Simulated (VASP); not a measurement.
Input of a VASP 6.6.1 run:

File POSCAR:

```
Rh
1.0
    0.0000000000      1.9008071574      1.9008071574
    1.9008071574      0.0000000000      1.9008071574
    1.9008071574      1.9008071574      0.0000000000
Rh
1
Direct
    0.0000000000      0.0000000000      0.0000000000
```

INCAR.step1

```
SYSTEM = Rh
PREC = Accurate
ENCUT = 520
ISMEAR = 0
SIGMA = 0.03
LREAL = .False.
LASPH = .True.
NELM = 60
NBANDS = 14
GGA = PE
ALGO = Normal
EDIFF = 1E-4
LWAVE = .True.
LCHARG = .False.
```

The input INCAR.step2:

```
SYSTEM = Rh
PREC = Accurate
ENCUT = 520
EDIFF = 1E-6
ISMEAR = 0
SIGMA = 0.03
LREAL = .False.
LASPH = .True.
NELM = 60
ALGO = Normal
ISIF = 2
LWAVE = .False.
LCHARG = .False.
METAGGA = R2SCAN
LMIXTAU = .True.
NBANDS = 14
ISTART = 1
```

Contents of KPOINTS:

```
regular mesh
0
Gamma
  14 14 14
  0 0 0
```

Potentials or basis: VASP PAW PBE potentials, release 64 (Rh_pv).

Command:

```bash
$ cat potpaw_PBE.64/Rh_pv/POTCAR > POTCAR
$ cp INCAR.step1 INCAR
$ mpirun -np 1 vasp_std > vasp.out
$ cp INCAR.step2 INCAR
$ mpirun -np 1 vasp_std > vasp.out
```

(1) What does it give for the pressure?

Answers

(1) 0.8 GPa.

Caveat: the PAW data sets were made with another functional, which shifts forces and pressure a little.
